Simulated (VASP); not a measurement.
Set up this calculation in VASP 6.6.1, as the native input.

* Task: relaxation of cell and atoms
* Functional: PBE
* Potentials or basis: VASP PAW PBE potentials, release 64 (Si, O, Al, N)
* Cutoff: 600 eV
* k mesh: 2 × 2 × 2, shifted
* Occupations: gaussian, width 0.1 eV
* Spin: no spin polarisation
* Dipole correction: no
* Further INCAR settings: ALGO = Normal; EDIFF = 1e-06; ISYM = 0; IBRION = 2; EDIFFG = -0.04; NSW = 90; ISIF = 3

The structure of AlSi4NO8 lies in POSCAR:

```
AlSi4NO8
1.0
    5.7572110000     -0.1084800000      0.0355500000
   -0.1084800000      5.9047110000     -0.0767980000
    0.0355500000     -0.0767980000      5.9747940000
Si O Al N
4 8 1 1
Direct
    0.2370375372      0.5107897211      0.3907620104
    0.6390303813      0.4297993178      0.0394917752
    0.1469031208      0.1734214587      0.0466431679
    0.4146549242      0.7983860315      0.7738483263
    0.2162455696      0.9189469347      0.9466284436
    0.6232240258      0.6583918902      0.8931989215
    0.0031410554      0.6522257972      0.3225062652
    0.4025778971      0.2731865865      0.9443160009
    0.1523841870      0.2373841072      0.3203828693
    0.8801940872      0.2765396206      0.9718745717
    0.5769645313      0.9162486511      0.5771414844
    0.2581436694      0.5875368214      0.6522258678
    0.7311456394      0.7132166479      0.4245675861
    0.5273101754      0.5100655596      0.2958825275
```

These files were run (other wordings do the same):

INCAR

```
PREC     = Accurate       # precision mode
ENCUT    = 600            # plane-wave cutoff, eV
EDIFF    = 1E-6           # SCF threshold, eV
ISMEAR   = 0              # smearing method
SIGMA    = 0.1            # smearing width, eV
LREAL    = F              # projectors in reciprocal space
LASPH    = T              # aspherical terms in the spheres
NELM     = 80             # most SCF steps
ALGO     = Normal         # electronic algorithm
ISIF     = 3              # what is computed and relaxed
LWAVE    = F              # write WAVECAR
LCHARG   = F              # write CHGCAR
GGA      = PE             # functional
IBRION   = 2              # ionic algorithm
NSW      = 90             # ionic steps
EDIFFG   = -0.04          # ionic threshold
ISYM     = 0
```

KPOINTS

```
Automatic mesh
0
Gamma
  2 2 2
  0.5 0.5 0.5
```

Potentials or basis: VASP PAW PBE potentials, release 64 (Si, O, Al, N).

The run is started by

```bash
$ cat potpaw_PBE.64/Si/POTCAR potpaw_PBE.64/O/POTCAR potpaw_PBE.64/Al/POTCAR potpaw_PBE.64/N/POTCAR > POTCAR
$ mpirun -np 1 vasp_std > vasp.out
```

It gave:

```json
{
  "Relaxed volume": "16.30 Å³/atom",
  "Relaxed cell": "a = 5.416 Å, b = 6.396 Å, c = 6.933 Å, α = 105.59°, β = 88.63°, γ = 81.36°",
  "Space group after relaxing (to 0.1 Å)": "P1 (No. 1)",
  "Energy gained by relaxing": "228.3 meV/atom",
  "Ionic steps": "62",
  "Pressure after relaxing": "-0.1 GPa",
  "Largest force after relaxing": "0.031 eV/Å",
  "Band gap on the k mesh": "5.12 eV (least direct gap 5.15 eV)"
}
```

Caveat: a cell axis changed by over 15 % at a fixed basis, so the end point is rough.

Wall time 43 min on 1 thread of AMD EPYC 7R13, with other jobs on the host, peak memory 0.32 GiB.
